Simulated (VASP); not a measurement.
# MgO in VASP: a series of runs

MgO is run at these levels: PBEsol; tasks: single point.

All numbers are computed with VASP 6.6.1; they aren't measurements. Logs are shortened: lines on timing, memory, paths and dates and some standing lists are left out, and cuts for length are marked.

## 1. The cell of the first run

Symmetry: Fm-3m, No. 225, cubic system. The conventional cell has a = 4.194 Å, b = 4.194 Å, c = 4.194 Å, α = 90.00°, β = 90.00°, γ = 90.00°. Mg (site symmetry m-3m) has 6 O at 2.10 Å within 2.8 Å. O (site symmetry m-3m) has 6 Mg at 2.10 Å within 2.8 Å.

## 2. Single point, PBEsol

Contents of INCAR:

```
  ALGO = Normal
  EDIFF = 1E-6
  ENCUT = 520
  GGA = PS
  ISIF = 2
  ISMEAR = -1
  LASPH = T
  LCHARG = F
  LREAL = F
  LWAVE = F
  NBANDS = 11
  NELM = 80
  PREC = Accurate
  SIGMA = 0.05
```

Contents of KPOINTS:

```
k-points
0
Gamma
  11 11 11
```

Contents of POSCAR:

```
MgO
1.0
    0.0000000000      2.0970013927      2.0970013927
    2.0970013927      0.0000000000      2.0970013927
    2.0970013927      2.0970013927      0.0000000000
Mg O
1 1
Direct
    0.0000000000      0.0000000000      0.0000000000
    0.5000000000      0.5000000000      0.5000000000
```

Potentials or basis: VASP PAW PBE potentials, release 64 (Mg, O).

Run with:

```bash
cat potpaw_PBE.64/Mg/POTCAR potpaw_PBE.64/O/POTCAR > POTCAR
mpirun -np 1 vasp_std > vasp.out
```

OUTCAR:

```text
EDIFF = 1E-6
   ENCUT = 520
   GGA = PS
   ISIF = 2
   ISMEAR = -1
   LASPH = T
   LREAL = F
   NELM = 80
   PREC = Accurate

 ion  position               nearest neighbor table
   1  0.000  0.000  0.000-   2 2.10   2 2.10   2 2.10   2 2.10   2 2.10   2 2.10
   2  0.500  0.500  0.500-   1 2.10   1 2.10   1 2.10   1 2.10   1 2.10   1 2.10

  LATTYP: Found a face centered cubic cell.
 ALAT       =     4.1940027854

  Lattice vectors:

 A1 = (   0.0000000000,   2.0970013927,   2.0970013927)
 A2 = (   2.0970013927,   0.0000000000,   2.0970013927)
 A3 = (   2.0970013927,   2.0970013927,   0.0000000000)

Analysis of symmetry for initial positions (statically):
=====================================================================
 Subroutine PRICEL returns:
 Original cell was already a primitive cell.

 Routine SETGRP: Setting up the symmetry group for a
 face centered cubic supercell.

 Subroutine GETGRP returns: Found 48 space group operations
 (whereof 48 operations were pure point group operations)
 out of a pool of 48 trial point group operations.

The static configuration has the point symmetry O_h .

Analysis of symmetry for dynamics (positions and initial velocities):
=====================================================================
 Subroutine PRICEL returns:
 Original cell was already a primitive cell.

 Routine SETGRP: Setting up the symmetry group for a
 face centered cubic supercell.

 Subroutine GETGRP returns: Found 48 space group operations
 (whereof 48 operations were pure point group operations)
 out of a pool of 48 trial point group operations.

The dynamic configuration has the point symmetry O_h .

 Subroutine INISYM returns: Found 48 space group operations
 (whereof 48 operations are pure point group operations),
 and found     1 'primitive' translations

----------------------------------------------------------------------------------------

                                     Primitive cell

  volume of cell :      18.4428

  direct lattice vectors                    reciprocal lattice vectors
     0.000000000  2.097001393  2.097001393    -0.238435702  0.238435702  0.238435702
     2.097001393  0.000000000  2.097001393     0.238435702 -0.238435702  0.238435702
     2.097001393  2.097001393  0.000000000     0.238435702  0.238435702 -0.238435702

  length of vectors
     2.965607810  2.965607810  2.965607810     0.412982751  0.412982751  0.412982751

[... 87 lines left out ...]
   ISYM   =      2    0-nonsym 1-usesym 2-fastsym
   POTIM  = 0.5000    time-step for ionic-motion
   TEBEG  =    0.0;   TEEND  =   0.0 temperature during run
   PSTRESS=    0.0 pullay stress
   NELECT =       8.0000    total number of electrons
   NUPDOWN=      -1.0000    fix difference up-down
   EMIN   =  10.00;   EMAX   =-10.00  energy-range for DOS
   EFERMI =   0.00;   METHOD = LEGACY
   ISMEAR =    -1;   SIGMA  =   0.05  broadening in eV -4-tet -1-fermi 0-gaus
   EFERMI_NEDOS =   21; number of points for ismear=-14 and -15
   IALGO  =     38    algorithm
   IMIX   =      4    mixing-type and parameters
     AMIX     =   0.40;   BMIX     =  1.00
     AMIX_MAG =   1.60;   BMIX_MAG =  1.00
  volume/ion in A,a.u.               =       9.22        62.23
  Fermi-wavevector in a.u.,A,eV,Ry     =   1.239261  2.341864 20.895389  1.535768
  Thomas-Fermi vector in A             =   2.373752
   LORBIT       =      0    0 simple, 1 ext, 2 COOP (PROOUT), +10 PAW based schemes
   GGA     = PS    functional components
   LHFCALC =     F    Hartree Fock is set to
   AEXX    =    0.0000 exact exchange contribution
   IVDW    =     0    specifies the selected vdW correction
   LEPSILON=     F    determine dielectric tensor
   LRPA    =     F    only Hartree local field effects (RPA)
 non-spin polarized calculation
  energy-cutoff  :      520.00
  volume of cell :       18.44
 maximum number of plane-waves:       531
 NGX is ok and might be reduce to    24
   NGX = 11   NGY = 11   NGZ = 11

 number of electron       8.0000004 magnetization

 Free energy of the ion-electron system (eV)
  ---------------------------------------------------
  ext. energy  EPLUGINS =         0.00000000
  ---------------------------------------------------
  free energy    TOTEN  =       -12.51100876 eV

  energy without entropy =      -12.51100876  energy(sigma->0) =      -12.51100876

 E-fermi :   4.2698     XC(G=0): -11.3729

 val. band max:        3.1647704264   @ k =   0.0000   0.0000   0.0000
 cond. band min:       7.9244847748   @ k =   0.0000   0.0000   0.0000
 fundamental gap:      4.7597143484
 Fermi energy:         4.2698007558

 k-point     1 :       0.0000    0.0000    0.0000
  band No.  band energies     occupation
      1     -14.1086      2.00000
      2       3.1648      2.00000
      3       3.1648      2.00000
      4       3.1648      2.00000
      5       7.9245      0.00000
      6      18.8679      0.00000
      7      18.8679      0.00000
      8      18.8679      0.00000
      9      22.7446      0.00000
     10      24.6435      0.00000
     11      24.6435      0.00000
[... 309 lines left out ...]
 k-point    24 :      -0.1818    0.1818    0.0000
  band No.  band energies     occupation
      1     -13.2900      2.00000
      2       0.2412      2.00000
      3       2.0144      2.00000
      4       2.7765      2.00000
      5      11.2317      0.00000
      6      15.1072      0.00000
      7      18.6563      0.00000
      8      21.1018      0.00000
      9      21.1764      0.00000
     10      24.4217      0.00000
     11      27.7788      0.00000

 [... further k-points ...]

------------------------ aborting loop because EDIFF is reached ----------------------------------------

  FORCE on cell =-STRESS in cart. coord.  units (eV):
  Direction    XX          YY          ZZ          XY          YZ          ZX
  --------------------------------------------------------------------------------------
  -------------------------------------------------------------------------------------
  Total        0.2118664      0.2118664      0.2118664      0.0000000     -0.0000000      0.0000000
  in kB       18.4054495     18.4054495     18.4054495      0.0000000     -0.0000000      0.0000000
  external PRESSURE =      18.4054495 kB  Pullay stress =       0.0000000 kB

 VOLUME and BASIS-vectors are now :
 -----------------------------------------------------------------------------
  energy-cutoff  :      520.00
  volume of cell :       18.44
      direct lattice vectors                 reciprocal lattice vectors
     0.000000000  2.097001393  2.097001393    -0.238435702  0.238435702  0.238435702
     2.097001393  0.000000000  2.097001393     0.238435702 -0.238435702  0.238435702
     2.097001393  2.097001393  0.000000000     0.238435702  0.238435702 -0.238435702

 POSITION                                       TOTAL-FORCE (eV/Angst)
 -----------------------------------------------------------------------------------
      0.00000      0.00000      0.00000         0.000000      0.000000     -0.000000
      2.09700      2.09700      2.09700        -0.000000     -0.000000      0.000000
 -----------------------------------------------------------------------------------
    total drift:                               -0.000000     -0.000000      0.000000

  FREE ENERGIE OF THE ION-ELECTRON SYSTEM (eV)
  ---------------------------------------------------
  free  energy   TOTEN  =       -12.5110087590 eV

  energy  without entropy=      -12.5110087590  energy(sigma->0) =      -12.51100876
```

OSZICAR:

```text
N       E                     dE             d eps       ncg     rms          rms(c)
DAV:   1     0.126428845628E+02    0.12643E+02   -0.46444E+03  1392   0.651E+02
DAV:   2    -0.133173095389E+02   -0.25960E+02   -0.25294E+02  1435   0.132E+02
DAV:   3    -0.138985191871E+02   -0.58121E+00   -0.58087E+00  1486   0.172E+01
DAV:   4    -0.138998695593E+02   -0.13504E-02   -0.13504E-02  1352   0.937E-01
DAV:   5    -0.138998738897E+02   -0.43304E-05   -0.43304E-05  1445   0.515E-02    0.668E+00
DAV:   6    -0.125469687702E+02    0.13529E+01   -0.75701E+00  1274   0.150E+01    0.217E+00
DAV:   7    -0.125244947318E+02    0.22474E-01   -0.45228E-02  1352   0.199E+00    0.130E+00
DAV:   8    -0.125113289205E+02    0.13166E-01   -0.22281E-02  1277   0.170E+00    0.211E-01
DAV:   9    -0.125110767754E+02    0.25215E-03   -0.31104E-04  1430   0.125E-01    0.133E-01
DAV:  10    -0.125110071324E+02    0.69643E-04   -0.37626E-04  1370   0.145E-01    0.476E-03
DAV:  11    -0.125110084055E+02   -0.12731E-05   -0.42547E-06  1376   0.146E-02    0.325E-03
DAV:  12    -0.125110087590E+02   -0.35347E-06   -0.93825E-08   706   0.307E-03
   1 F= -.12511009E+02 E0= -.12511009E+02  d E =-.510851E-11
```

Wall time 9.8 s (1 thread of Intel Xeon 6975P-C, shared host); peak memory 0.15 GiB.

Results:

| Item | Value |
| --- | --- |
| Free energy | -12.5110 eV |
| Pressure | 1.8 GPa |
| Band gap on the k mesh | 4.76 eV, direct |

Levels at points of the mesh, in eV from the valence-band top:
```csv
k point,band 2,band 3,band 4,band 5,band 6,band 7
"(0.00, 0.00, 0.00)",0.00,0.00,0.00,4.76,15.70,15.70
```

Caveat: the PAW data sets were made with another functional, which shifts forces and pressure a little.

## 3. Single point, PBEsol

This run uses another cell than the first one, of 8.85 Å³/atom, 0.960 times its volume.

Contents of INCAR:

```
PREC     = Accurate       # precision mode
ENCUT    = 520            # plane-wave cutoff, eV
EDIFF    = 1E-6           # SCF threshold, eV
ISMEAR   = -1             # smearing method
SIGMA    = 0.05           # smearing width, eV
LREAL    = F              # projectors in reciprocal space
LASPH    = T              # aspherical terms in the spheres
NELM     = 100            # most SCF steps
ALGO     = Normal         # electronic algorithm
ISIF     = 2              # what is computed and relaxed
LWAVE    = F              # write WAVECAR
LCHARG   = F              # write CHGCAR
GGA      = PS             # functional
NBANDS   = 11             # bands
```

Contents of KPOINTS:

```
regular mesh
0
Gamma
  9 9 9
```

Contents of POSCAR:

```
MgO
1.0
    0.0000000000      2.0970013927      2.0131213370
    2.0970013927      0.0000000000      2.0131213370
    2.0970013927      2.0970013927      0.0000000000
Mg O
1 1
Direct
    0.0000000000      0.0000000000      0.0000000000
    0.5000000000      0.5000000000      0.5000000000
```

Potentials or basis: VASP PAW PBE potentials, release 64 (Mg, O).

Run with:

```bash
cat potpaw_PBE.64/Mg/POTCAR potpaw_PBE.64/O/POTCAR > POTCAR
mpirun -np 1 vasp_std > vasp.out
```

It took 11 s on 1 thread of Intel Xeon 6975P-C, shared host; peak memory 0.15 GiB.

It converged, with:

```yaml
Free_energy: -12.4670 eV
Pressure: 10.0 GPa
Band_gap_on_the_k_mesh: 5.13 eV, direct
```

Stress tensor (GPa, compression positive):
```
 5.95  0.00  0.00
 0.00  5.95  0.00
 0.00  0.00 18.10
```

Levels at points of the mesh, in eV from the valence-band top:
| k point | band 1 | band 2 | band 3 | band 4 | band 5 | band 6 | band 7 | band 8 | band 9 |
| --- | --- | --- | --- | --- | --- | --- | --- | --- | --- |
| (0.00, 0.00, 0.00) | -17.52 | -0.09 | 0.00 | 0.00 | 5.13 | 15.77 | 15.77 | 16.22 | 19.91 |

Caveat: the PAW data sets were made with another functional, which shifts forces and pressure a little. PBEsol gaps usually lie below the measured ones, often by a third to a half.

## 4. Single point, PBEsol

This run uses another cell than the first one, of 9.04 Å³/atom, 0.980 times its volume.

Contents of INCAR:

```
PREC = Accurate
ENCUT = 520
EDIFF = 1E-6
ISMEAR = -1
SIGMA = 0.05
LREAL = F
LASPH = T
NELM = 80
ALGO = Normal
ISIF = 2
LWAVE = F
LCHARG = F
GGA = PS
NBANDS = 11
```

Contents of KPOINTS:

```
Automatic mesh
0
Gamma
  9 9 9
```

Contents of POSCAR:

```
MgO
1.0
    0.0000000000      2.0970013927      2.0550613648
    2.0970013927      0.0000000000      2.0550613648
    2.0970013927      2.0970013927      0.0000000000
Mg O
1 1
Direct
    0.0000000000      0.0000000000      0.0000000000
    0.5000000000      0.5000000000      0.5000000000
```

Run with:

```bash
cat potpaw_PBE.64/Mg/POTCAR potpaw_PBE.64/O/POTCAR > POTCAR
mpirun -np 1 vasp_std > vasp.out
```

Run time: 11 s. Hardware: 1 thread of Intel Xeon 6975P-C, shared host; peak memory 0.14 GiB.

Results (log left out):

- Free energy: -12.4983 eV
- Pressure: 5.5 GPa
- Band gap on the k mesh: 4.94 eV, direct

Stress tensor (GPa, compression positive):
```
3.81 0.00 0.00
0.00 3.81 0.00
0.00 0.00 9.01
```

Levels at points of the mesh, in eV from the valence-band top:
| k point | band 2 | band 3 | band 4 | band 5 | band 6 | band 7 |
| --- | --- | --- | --- | --- | --- | --- |
| (0.00, 0.00, 0.00) | -0.04 | 0.00 | 0.00 | 4.94 | 15.73 | 15.73 |

Caveat: the PAW data sets were made with another functional, which shifts forces and pressure a little. A hybrid or GW would open this gap; PBEsol tends to underestimate it.

## 5. Single point, PBEsol

This run uses another cell than the first one, of 9.13 Å³/atom, 0.990 times its volume.

Contents of INCAR:

```
SYSTEM = MgO
ALGO = Normal ; EDIFF = 1E-6
ENCUT = 520 ; GGA = PS
ISIF = 2 ; ISMEAR = -1
LASPH = .TRUE. ; LCHARG = .TRUE.
LELF = .TRUE. ; LREAL = .FALSE.
LVHAR = .TRUE. ; LWAVE = .FALSE.
NBANDS = 11 ; NELM = 80
PREC = Accurate ; SIGMA = 0.05
```

Contents of KPOINTS:

```
k-points
0
G
  9 9 9
  0 0 0
```

Contents of POSCAR:

```
MgO
1.0
    0.0000000000      2.0970013927      2.0760313788
    2.0970013927      0.0000000000      2.0760313788
    2.0970013927      2.0970013927      0.0000000000
Mg O
1 1
Direct
    0.0000000000      0.0000000000      0.0000000000
    0.5000000000      0.5000000000      0.5000000000
```

Run with:

```bash
cat potpaw_PBE.64/Mg/POTCAR potpaw_PBE.64/O/POTCAR > POTCAR
mpirun -np 1 vasp_std > vasp.out
```

Wall time 11 s (1 thread of Intel Xeon 6975P-C, shared host); peak memory 0.15 GiB.

Results (log left out):

```yaml
Free_energy: -12.5067 eV
Pressure: 3.6 GPa
Band_gap_on_the_k_mesh: 4.85 eV, direct
```

Stress tensor (GPa, compression positive):
```
2.81 0.00 0.00
0.00 2.81 0.00
0.00 0.00 5.21
```

Levels at points of the mesh, in eV from the valence-band top:
```csv
k point,band 1,band 2,band 3,band 4,band 5,band 6,band 7,band 8,band 9
"(0.00, 0.00, 0.00)",-17.33,-0.02,0.00,0.00,4.85,15.72,15.72,15.82,19.66
```

Caveat: the PAW data sets were made with another functional, which shifts forces and pressure a little.

## 6. Single point, PBEsol

This run uses another cell than the first one, of 9.31 Å³/atom, 1.010 times its volume.

Contents of INCAR:

```
SYSTEM = MgO
  ALGO = Normal
  EDIFF = 1E-7
  ENCUT = 520
  GGA = PS
  ISIF = 2
  ISMEAR = -1
  LASPH = .True.
  LCHARG = .True.
  LELF = .True.
  LREAL = .False.
  LVHAR = .True.
  LWAVE = .False.
  NBANDS = 11
  NELM = 60
  PREC = Accurate
  SIGMA = 0.05
```

Contents of KPOINTS:

```
k-points
0
Gamma
  9 9 9
  0 0 0
```

Contents of POSCAR:

```
MgO
1.0
    0.0000000000      2.0970013927      2.1179714066
    2.0970013927      0.0000000000      2.1179714066
    2.0970013927      2.0970013927      0.0000000000
Mg O
1 1
Direct
    0.0000000000      0.0000000000      0.0000000000
    0.5000000000      0.5000000000      0.5000000000
```

Potentials or basis: VASP PAW PBE potentials, release 64 (Mg, O).

Run with:

```bash
cat potpaw_PBE.64/Mg/POTCAR potpaw_PBE.64/O/POTCAR > POTCAR
mpirun -np 1 vasp_std > vasp.out
```

Wall time 14 s (1 thread of Intel Xeon 6975P-C, shared host); peak memory 0.15 GiB.

It converged, with:

```
Free energy            : -12.5116 eV
Pressure               : 0.2 GPa
Band gap on the k mesh : 4.65 eV, direct
```

Stress tensor (GPa, compression positive):
```
 0.92  0.00  0.00
 0.00  0.92  0.00
 0.00  0.00 -1.12
```

Levels at points of the mesh, in eV from the valence-band top:
```
           k point  band 1  band 2  band 3  band 4  band 5  band 6  band 7  band 8
(0.00, 0.00, 0.00)  -17.24   -0.02   -0.02    0.00    4.65   15.56   15.67   15.67
```

Caveat: the PAW data sets were made with another functional, which shifts forces and pressure a little. As with any semilocal functional, this PBEsol gap is likely too small.

## 7. Summary

| cell | k mesh | gap on the mesh (eV) | pressure (GPa) |
| --- | --- | --- | --- |
| a = 2.966 Å, angles 60.0°, 2 atoms | 11 × 11 × 11 | 4.76 | 1.8 |
| a = 2.907, b = 2.907, c = 2.966 Å, angles 59.3, 59.3, 61.3°, 2 atoms | 9 × 9 × 9 | 5.13 | 10.0 |
| a = 2.936, b = 2.936, c = 2.966 Å, angles 59.7, 59.7, 60.7°, 2 atoms | 9 × 9 × 9 | 4.94 | 5.5 |
| a = 2.951, b = 2.951, c = 2.966 Å, angles 59.8, 59.8, 60.3°, 2 atoms | 9 × 9 × 9 | 4.85 | 3.6 |
| a = 2.980, b = 2.980, c = 2.966 Å, angles 60.2, 60.2, 59.7°, 2 atoms | 9 × 9 × 9 | 4.65 | 0.2 |

Alike in all rows: task single point; level PBEsol; potentials or basis VASP PAW PBE potentials, release 64 (Mg, O); no spin polarisation; cutoff (eV) 520; smearing fermi-dirac 0.05 eV.

Caveats: the PAW data sets were made with another functional, which shifts forces and pressure a little.

Total energies depend on the potentials used, so only differences within one code and one set of settings carry meaning.
